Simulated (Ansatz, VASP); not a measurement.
# ZnSe: VASP beside Ansatz

The input POSCAR:

```
ZnSe
1.0
    0.0000000000      2.8338000000      2.8338000000
    2.8338000000      0.0000000000      2.8338000000
    2.8338000000      2.8338000000      0.0000000000
Zn Se
1 1
Direct
    0.0000000000      0.0000000000      0.0000000000
    0.2500000000      0.2500000000      0.2500000000
```

File INCAR.step1:

```
SYSTEM = ZnSe
PREC = Accurate
ENCUT = 550
ISMEAR = 0
SIGMA = 0.01
LREAL = .False.
LASPH = .True.
NELM = 120
NBANDS = 16
GGA = PE
ALGO = Normal
EDIFF = 1E-5
LWAVE = .True.
LCHARG = .False.
GGA_COMPAT = .False.
```

INCAR.step2

```
SYSTEM = ZnSe
PREC = Accurate
ENCUT = 550
EDIFF = 1E-6
ISMEAR = 0
SIGMA = 0.01
LREAL = .False.
LASPH = .True.
NELM = 120
ALGO = Normal
ISIF = 2
LWAVE = .False.
LCHARG = .False.
METAGGA = R2SCAN
LMIXTAU = .True.
NBANDS = 16
ISTART = 1
GGA_COMPAT = .False.
```

File KPOINTS:

```
regular mesh
0
Gamma
  6 6 6
  0 0 0
```

Input for Ansatz:

```yaml
crystal:
  lattice:
    - [0.0, 2.8338, 2.8338]
    - [2.8338, 0.0, 2.8338]
    - [2.8338, 2.8338, 0.0]
  atoms:
    - { symbol: Zn, position: [0.0, 0.0, 0.0] }
    - { symbol: Se, position: [0.25, 0.25, 0.25] }
basis:
  ecutwfc: 500.0
kpoints:
  mp_grid:
    grid: [6, 6, 6]
hamiltonian:
  xc: r2scan
scf:
  convergence:
    dr2_threshold: 1.0e-10
  occupations:
    method: fixed
output:
  optics:
    de: 0.05
    scissors: 0.5
    nscf_kmesh:
      grid: [8, 8, 8]
```

Alike in both runs: task single point; functional r2SCAN; k mesh 6 × 6 × 6; no spin polarisation.

|  | VASP | Ansatz |
| --- | --- | --- |
| version | VASP 6.6.1 | Ansatz 0.2.0 |
| potentials or method | VASP PAW PBE potentials, release 64 (Zn, Se), cutoff 550 eV | plane waves, PAW |
| occupations | gaussian, width 0.01 eV | fixed |
| valence electrons in the cell | 18 | 28 |

Ansatz gave:

```
gap on the k mesh at the Fermi level (eV) : 1.86
```

Q: Which values does VASP return?

A: gap on the k mesh at the Fermi level (eV): 1.87.

VASP's potentials were made for PBE, not for r2SCAN. VASP's potentials hold 18 valence electrons a cell and Ansatz's 28, so a difference there can come from the potentials and not from the codes. Ansatz's warnings: settled levels scf threshold loose.
